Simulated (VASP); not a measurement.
# Ga3Sb (Pmmm) in VASP: single point with PBE

Aim: the single point of Ga3Sb with PBE.

Program: VASP 6.6.1. These are calculated values, not measurements. Logs are shortened: lines on timing, memory, paths and dates and some standing lists are left out, and cuts for length are marked.

## Step 1: The cell of the first run

Symmetry: Pmmm, No. 47, orthorhombic system. The conventional cell has a = 2.936 Å, b = 3.998 Å, c = 9.192 Å, α = 90.00°, β = 90.00°, γ = 90.00°. Within 3.4 Å of Ga (site symmetry mm2) lie 3 Ga at 2.58 to 2.94 Å and 2 Sb at 2.84 Å. Ga (site symmetry mmm) has 4 Ga at 2.58 to 2.94 Å within 3.4 Å. Sb (site symmetry mmm) has 4 Ga at 2.84 Å and 2 Sb at 2.94 Å within 3.7 Å.

The cell was built from a structure type or drawn by symmetry, and may not be a known phase.

## Step 2: Single point, PBE

INCAR reads:

```
PREC = Accurate
ENCUT = 520
EDIFF = 1E-6
ISMEAR = 0
SIGMA = 0.1
LREAL = False
LASPH = True
NELM = 100
ALGO = Fast
ISIF = 2
LWAVE = False
LCHARG = False
GGA = PE
NBANDS = 30
```

KPOINTS reads:

```
regular mesh
0
Gamma
  16 12 6
```

POSCAR reads:

```
Ga3Sb
1.0
    2.9357632914      0.0000000000      0.0000000000
    0.0000000000      3.9984343875      0.0000000000
    0.0000000000      0.0000000000      9.1917222478
Ga Sb
3 1
Direct
    0.5000000000      0.0000000000      0.7805924780
    0.5000000000      0.0000000000      0.2194075220
    0.5000000000      0.0000000000      0.5000000000
    0.5000000000      0.5000000000      0.0000000000
```

Potentials or basis: VASP PAW PBE potentials, release 64 (Ga_d, Sb).

On the command line:

```
> cat potpaw_PBE.64/Ga_d/POTCAR potpaw_PBE.64/Sb/POTCAR > POTCAR
> mpirun -np 1 vasp_std > vasp.out
```

OUTCAR:

```text
PREC = Accurate
   ENCUT = 520
   EDIFF = 1E-6
   ISMEAR = 0
   LREAL = False
   LASPH = True
   NELM = 100
   ISIF = 2
   GGA = PE

 ion  position               nearest neighbor table
   1  0.500  0.000  0.781-   3 2.58   4 2.84   4 2.84
   2  0.500  0.000  0.219-   3 2.58   4 2.84   4 2.84
   3  0.500  0.000  0.500-   1 2.58   2 2.58
   4  0.500  0.500  0.000-   1 2.84   2 2.84   1 2.84   2 2.84

  LATTYP: Found a simple orthorhombic cell.
 ALAT       =     2.9357632914
 B/A-ratio  =     1.3619743796
 C/A-ratio  =     3.1309480143

  Lattice vectors:

 A1 = (   2.9357632914,   0.0000000000,   0.0000000000)
 A2 = (   0.0000000000,   3.9984343875,   0.0000000000)
 A3 = (   0.0000000000,   0.0000000000,   9.1917222478)

Analysis of symmetry for initial positions (statically):
=====================================================================
 Subroutine PRICEL returns:
 Original cell was already a primitive cell.

 Routine SETGRP: Setting up the symmetry group for a
 simple orthorhombic supercell.

 Subroutine GETGRP returns: Found  8 space group operations
 (whereof  8 operations were pure point group operations)
 out of a pool of  8 trial point group operations.

The static configuration has the point symmetry D_2h.

Analysis of symmetry for dynamics (positions and initial velocities):
=====================================================================
 Subroutine PRICEL returns:
 Original cell was already a primitive cell.

 Routine SETGRP: Setting up the symmetry group for a
 simple orthorhombic supercell.

 Subroutine GETGRP returns: Found  8 space group operations
 (whereof  8 operations were pure point group operations)
 out of a pool of  8 trial point group operations.

The dynamic configuration has the point symmetry D_2h.

 Subroutine INISYM returns: Found  8 space group operations
 (whereof  8 operations are pure point group operations),
 and found     1 'primitive' translations

----------------------------------------------------------------------------------------

                                     Primitive cell

  volume of cell :     107.8966

  direct lattice vectors                    reciprocal lattice vectors
     2.935763291  0.000000000  0.000000000     0.340626917  0.000000000  0.000000000
     0.000000000  3.998434388  0.000000000     0.000000000  0.250097889  0.000000000
     0.000000000  0.000000000  9.191722248     0.000000000  0.000000000  0.108793540

  length of vectors
     2.935763291  3.998434388  9.191722248     0.340626917  0.250097889  0.108793540

  position of ions in fractional coordinates (direct lattice)
     0.500000000  0.000000000  0.780592478
     0.500000000  0.000000000  0.219407522
     0.500000000  0.000000000  0.500000000
     0.500000000  0.500000000  0.000000000

  ion indices of the primitive-cell ions
   primitive index   ion index
                 1           1
                 2           2
                 3           3
                 4           4

----------------------------------------------------------------------------------------

 KPOINTS: regular mesh

Automatic generation of k-mesh.
 Grid dimensions read from file:
 generate k-points for:   16   12    6

 Generating k-lattice:

  Cartesian coordinates                     Fractional coordinates (reciprocal lattice)
     0.021289182  0.000000000  0.000000000     0.062500000  0.000000000  0.000000000
     0.000000000  0.020841491  0.000000000     0.000000000  0.083333333  0.000000000
     0.000000000  0.000000000  0.018132257     0.000000000  0.000000000  0.166666667

  Length of vectors
     0.021289182  0.020841491  0.018132257

  Shift w.r.t. Gamma in fractional coordinates (k-lattice)
     0.000000000  0.000000000  0.000000000

 Subroutine IBZKPT returns following result:
 ===========================================

 Found    252 irreducible k-points:

 Following reciprocal coordinates:
            Coordinates               Weight
  0.000000  0.000000  0.000000      1.000000
  0.062500  0.000000  0.000000      2.000000
  0.125000  0.000000  0.000000      2.000000
  0.187500  0.000000  0.000000      2.000000
  0.250000  0.000000  0.000000      2.000000
  0.312500  0.000000  0.000000      2.000000
[... 16 lines left out ...]
  0.250000  0.166667  0.000000      4.000000
  0.312500  0.166667  0.000000      4.000000
 [... further k-points ...]
   k-points           NKPTS =    252   k-points in BZ     NKDIM =    252   number of bands    NBANDS=     30
   number of dos      NEDOS =    301   number of ions     NIONS =      4
   total plane-waves  NPLWV =  50400
   dimension x,y,z NGX =    24 NGY =   30 NGZ =   70
   dimension x,y,z NGXF=    48 NGYF=   60 NGZF=  140
   ions per type =               3   1
   NGX,Y,Z   is equivalent  to a cutoff of  13.59, 12.47, 12.66 a.u.
   NGXF,Y,Z  is equivalent  to a cutoff of  27.18, 24.95, 25.32 a.u.
 SYSTEM =  unknown system
   PREC   = accura    normal or accurate (medium, high low for compatibility)
   ISTART =      0    job   : 0-new  1-cont  2-samecut
   ICHARG =      2    charge: 1-file 2-atom 10-const
   ISPIN  =      1    spin polarized calculation?
   LNONCOLLINEAR =      F non collinear calculations
   LSORBIT =      F    spin-orbit coupling
   LASPH  =      T    aspherical Exc in radial PAW
   ENCUT  =  520.0 eV  38.22 Ry    6.18 a.u.   5.46  7.43 17.09*2*pi/ulx,y,z
   NELM   =    100;   NELMIN=  2; NELMDL= -5     # of ELM steps
   EDIFF  = 0.1E-05   stopping-criterion for ELM
   LREAL  =      F    real-space projection
   EDIFFG = 0.1E-04   stopping-criterion for IOM
   NSW    =      0    number of steps for IOM
   IBRION =     -1    ionic relax: 0-MD 1-quasi-New 2-CG
   NFREE  =      0    steps in history (QN), initial steepest desc. (CG)
   ISIF   =      2    stress and relaxation
   ISYM   =      2    0-nonsym 1-usesym 2-fastsym
   POTIM  = 0.5000    time-step for ionic-motion
   TEBEG  =    0.0;   TEEND  =   0.0 temperature during run
   PSTRESS=    0.0 pullay stress
   NELECT =      44.0000    total number of electrons
   NUPDOWN=      -1.0000    fix difference up-down
   EMIN   =  10.00;   EMAX   =-10.00  energy-range for DOS
   EFERMI =   0.00;   METHOD = LEGACY
   ISMEAR =     0;   SIGMA  =   0.10  broadening in eV -4-tet -1-fermi 0-gaus
   EFERMI_NEDOS =   21; number of points for ismear=-14 and -15
   IALGO  =     68    algorithm
   IMIX   =      4    mixing-type and parameters
     AMIX     =   0.40;   BMIX     =  1.00
     AMIX_MAG =   1.60;   BMIX_MAG =  1.00
  volume/ion in A,a.u.               =      26.97       182.03
  Fermi-wavevector in a.u.,A,eV,Ry     =   1.214012  2.294151 20.052618  1.473826
  Thomas-Fermi vector in A             =   2.349446
   LORBIT       =      0    0 simple, 1 ext, 2 COOP (PROOUT), +10 PAW based schemes
   GGA     = PE    functional components
   LHFCALC =     F    Hartree Fock is set to
   AEXX    =    0.0000 exact exchange contribution
   IVDW    =     0    specifies the selected vdW correction
   LEPSILON=     F    determine dielectric tensor
   LRPA    =     F    only Hartree local field effects (RPA)
 non-spin polarized calculation
 RMM-DIIS sequential band-by-band and
 Gauss-broadening in eV      SIGMA  =   0.10
  energy-cutoff  :      520.00
  volume of cell :      107.90
 maximum number of plane-waves:      2932
 NGX is ok and might be reduce to    24
   NGX = 11   NGY = 15   NGZ = 35

 number of electron      43.9999986 magnetization

 Free energy of the ion-electron system (eV)
  ---------------------------------------------------
  ext. energy  EPLUGINS =         0.00000000
  ---------------------------------------------------
  free energy    TOTEN  =       -11.98539610 eV

  energy without entropy =      -11.97771024  energy(sigma->0) =      -11.98155317

 E-fermi :   4.0856     XC(G=0):  -9.3106

 val. band max:        4.0855370791   @ k =   0.3750   0.0000   0.1667
 cond. band min:       4.1048552251   @ k =   0.3750   0.1667   0.0000
 fundamental gap:      0.0193181461
 Fermi energy:         4.0855765689

 k-point     1 :       0.0000    0.0000    0.0000
  band No.  band energies     occupation
      1     -11.0752      2.00000
      2     -10.9745      2.00000
      3     -10.9101      2.00000
      4     -10.8977      2.00000
      5     -10.8852      2.00000
      6     -10.8149      2.00000
[... 22 lines left out ...]
     29      10.7497      0.00000
     30      11.4700      0.00000

 k-point     2 :       0.0625    0.0000    0.0000
  band No.  band energies     occupation
      1     -11.0719      2.00000
      2     -10.9681      2.00000
      3     -10.9095      2.00000
      4     -10.8889      2.00000
      5     -10.8777      2.00000
      6     -10.8186      2.00000
[... 22 lines left out ...]
     29      10.7714      0.00000
     30      11.3565      0.00000

 k-point     3 :       0.1250    0.0000    0.0000
  band No.  band energies     occupation
      1     -11.0637      2.00000
      2     -10.9495      2.00000
      3     -10.9078      2.00000
      4     -10.8644      2.00000
      5     -10.8564      2.00000
      6     -10.8322      2.00000
[... 22 lines left out ...]
     29      10.1410      0.00000
     30      10.2261      0.00000

 k-point     4 :       0.1875    0.0000    0.0000
  band No.  band energies     occupation
      1     -11.0539      2.00000
      2     -10.9201      2.00000
      3     -10.9052      2.00000
      4     -10.8552      2.00000
      5     -10.8443      2.00000
      6     -10.8254      2.00000
[... 616 lines left out ...]
     29       9.2895      0.00000
     30      11.4461      0.00000

 k-point    23 :       0.2500    0.1667    0.0000
  band No.  band energies     occupation
      1     -11.0442      2.00000
      2     -10.9051      2.00000
      3     -10.8813      2.00000
      4     -10.8785      2.00000
      5     -10.8638      2.00000
      6     -10.7979      2.00000
[... 22 lines left out ...]
     29       9.5608      0.00000
     30      10.0030      0.00000

 k-point    24 :       0.3125    0.1667    0.0000
  band No.  band energies     occupation
      1     -11.0368      2.00000
      2     -10.9027      2.00000
      3     -10.9016      2.00000
      4     -10.8820      2.00000
      5     -10.8457      2.00000
      6     -10.7918      2.00000
[... 22 lines left out ...]
     29       9.9488      0.00000
     30      10.1978      0.00000

 [... further k-points ...]

------------------------ aborting loop because EDIFF is reached ----------------------------------------

  FORCE on cell =-STRESS in cart. coord.  units (eV):
  Direction    XX          YY          ZZ          XY          YZ          ZX
  --------------------------------------------------------------------------------------
  -------------------------------------------------------------------------------------
  Total        0.0279831      0.0281204      0.0767032     -0.0000000      0.0000000      0.0000000
  in kB        0.4155269      0.4175655      1.1389798     -0.0000000      0.0000000      0.0000000
  external PRESSURE =       0.6573574 kB  Pullay stress =       0.0000000 kB

 VOLUME and BASIS-vectors are now :
 -----------------------------------------------------------------------------
  energy-cutoff  :      520.00
  volume of cell :      107.90
      direct lattice vectors                 reciprocal lattice vectors
     2.935763291  0.000000000  0.000000000     0.340626917  0.000000000  0.000000000
     0.000000000  3.998434388  0.000000000     0.000000000  0.250097889  0.000000000
     0.000000000  0.000000000  9.191722248     0.000000000  0.000000000  0.108793540

 POSITION                                       TOTAL-FORCE (eV/Angst)
 -----------------------------------------------------------------------------------
      1.46788      0.00000      7.17499         0.000000      0.000000      0.001426
      1.46788      0.00000      2.01673         0.000000     -0.000000     -0.001426
      1.46788      0.00000      4.59586         0.000000     -0.000000      0.000000
      1.46788      1.99922      0.00000         0.000000     -0.000000      0.000000
 -----------------------------------------------------------------------------------
    total drift:                                0.000000      0.000000     -0.000000

  FREE ENERGIE OF THE ION-ELECTRON SYSTEM (eV)
  ---------------------------------------------------
  free  energy   TOTEN  =       -11.9853961019 eV

  energy  without entropy=      -11.9777102352  energy(sigma->0) =      -11.98155317
```

Wall time 17 min (1 thread of Intel Xeon 8259CL, shared host); peak memory 0.74 GiB.

What came out:

| Property | Result |
| --- | --- |
| Free energy | -11.9854 eV |
| Pressure | 0.1 GPa |
| Band gap on the k mesh | zero (bands 22 and 23 overlap by 3.38 eV) |

Caveat: spin-orbit coupling is left out, which moves the levels of the heavy elements.
